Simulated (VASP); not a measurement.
Al:

```
CELL_PARAMETERS angstrom
2.61737 0.00000 0.00000
0.00000 2.61737 0.00000
0.00000 0.00000 2.61737
ATOMIC_POSITIONS crystal
Al 0.00000 0.00000 0.00000
```

This isn't the form of Al at room conditions, which is fcc.

```yaml
Program: VASP 6.6.1
Task: relaxation of cell and atoms
Functional: r2SCAN
Potentials_or_basis: VASP PAW PBE potentials, release 64 (Al)
Cutoff: 600 eV
k_mesh: 12 × 12 × 12
Occupations: fermi-dirac, width 0.1 eV
Spin: no spin polarisation
```

At the start: pressure 7.3 GPa; volume 17.93 Å³/atom.

**Question.** Where does the relaxation end?

**Answer.** Over 3 steps the energy falls by 38.0 meV/atom and the volume is 19.75 Å³/atom (+10.2 %); space group Pm-3m (No. 221, to 0.1 Å) before and after.

The path:
```csv
step,energy change (eV),largest force (eV/Å),pressure (GPa),volume (Å³)
1,0.0000,0.0000,7.31,17.93
2,-0.0367,0.0000,-1.07,20.14
3,-0.0380,0.0000,0.04,19.75
```

Final structure:
```cif
data_structure
_symmetry_space_group_name_H-M 'P 1'
_symmetry_Int_Tables_number 1
_cell_length_a 2.7031
_cell_length_b 2.7031
_cell_length_c 2.7031
_cell_angle_alpha 90.000
_cell_angle_beta 90.000
_cell_angle_gamma 90.000
_cell_volume 19.75
loop_
_atom_site_label
_atom_site_type_symbol
_atom_site_fract_x
_atom_site_fract_y
_atom_site_fract_z
_atom_site_occupancy
Al1 Al 0.00000 0.00000 0.00000 1
```

Caveat: the PAW data sets were made with another functional, which shifts forces and pressure a little.
